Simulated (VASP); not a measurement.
Here is a VASP 6.6.1 calculation.

File INCAR:

```
SYSTEM = AgPd2
PREC = Accurate ; ENCUT = 520
EDIFF = 1E-7 ; ISMEAR = 0
SIGMA = 0.1 ; LREAL = .FALSE.
LASPH = .TRUE. ; NELM = 80
ALGO = Fast ; ISIF = 2
LWAVE = .FALSE. ; LCHARG = .FALSE.
GGA = PE ; NBANDS = 22
```

File KPOINTS:

```
Automatic mesh
0
G
  20 20 20
  0 0 0
```

POSCAR

```
AgPd2
1.0
   -1.6498155454      1.6498155454      4.4804241317
    1.6498155454     -1.6498155454      4.4804241317
    1.6498155454      1.6498155454     -4.4804241317
Ag Pd
1 2
Direct
    0.0000000000      0.0000000000      0.0000000000
    0.6700356131      0.6700356131      0.0000000000
    0.3299643869      0.3299643869      0.0000000000
```

Potentials or basis: VASP PAW PBE potentials, release 64 (Ag, Pd).

Launch:

```console
$ cat potpaw_PBE.64/Ag/POTCAR potpaw_PBE.64/Pd/POTCAR > POTCAR
$ mpirun -np 1 vasp_std > vasp.out
```

Q: Estimate the pressure.

A: -0.2 GPa.

Q: Predict the band gap on the k mesh.

A: Zero (an odd number of electrons rules out a gap without spin polarisation).

Q: What does it give for the largest force?

A: 0.013 eV/Å.

Forces on the atoms (eV/Å):
```
Ag   0.000  0.000  0.000
Pd   0.000  0.000  0.013
Pd   0.000  0.000 -0.013
```
